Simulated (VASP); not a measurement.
Write the native input for VASP 6.6.1 that does the following.

| Item | Value |
| --- | --- |
| Task | single point |
| Functional | PBE |
| Potentials or basis | VASP PAW PBE potentials, release 64 (Na_pv, F) |
| Cutoff | 600 eV |
| k mesh | 10 × 10 × 10 |
| Occupations | fermi-dirac, width 0.02 eV |
| Spin | no spin polarisation |
| Dipole correction | no |
| Further INCAR settings | ALGO = Normal; EDIFF = 1e-06; NBANDS = 14 |

The structure of NaF lies in POSCAR:

```
NaF
1.0
    0.0000000000      2.2306217686      2.3237015590
    2.2306217686      0.0000000000      2.3237015590
    2.2306217686      2.2306217686      0.0000000000
Na F
1 1
Direct
    0.0000000000      0.0000000000      0.0000000000
    0.5000000000      0.5000000000      0.5000000000
```

This cell differs from its parent crystal: epitaxial xy strain -2.9%.

One way to write it, as run:

INCAR

```
PREC = Accurate ; ENCUT = 600
EDIFF = 1E-6 ; ISMEAR = -1
SIGMA = 0.02 ; LREAL = F
LASPH = T ; NELM = 120
ALGO = Normal ; ISIF = 2
LWAVE = F ; LCHARG = F
GGA = PE ; NBANDS = 14
GGA_COMPAT = F
```

KPOINTS

```
regular mesh
0
Gamma
  10 10 10
```

Potentials or basis: VASP PAW PBE potentials, release 64 (Na_pv, F).

Run with:

```console
$ cat potpaw_PBE.64/Na_pv/POTCAR potpaw_PBE.64/F/POTCAR > POTCAR
$ mpirun -np 1 vasp_std > vasp.out
```

It gave:

```
Pressure               : 6.9 GPa
Band gap on the k mesh : 6.71 eV
```

Caveat: the cell differs from its parent crystal (epitaxial xy strain -2.9%); the cell stands under pressure.

Run time: 64 s on 1 thread of Intel Xeon 8259CL, on a shared host, peak memory 0.17 GiB.
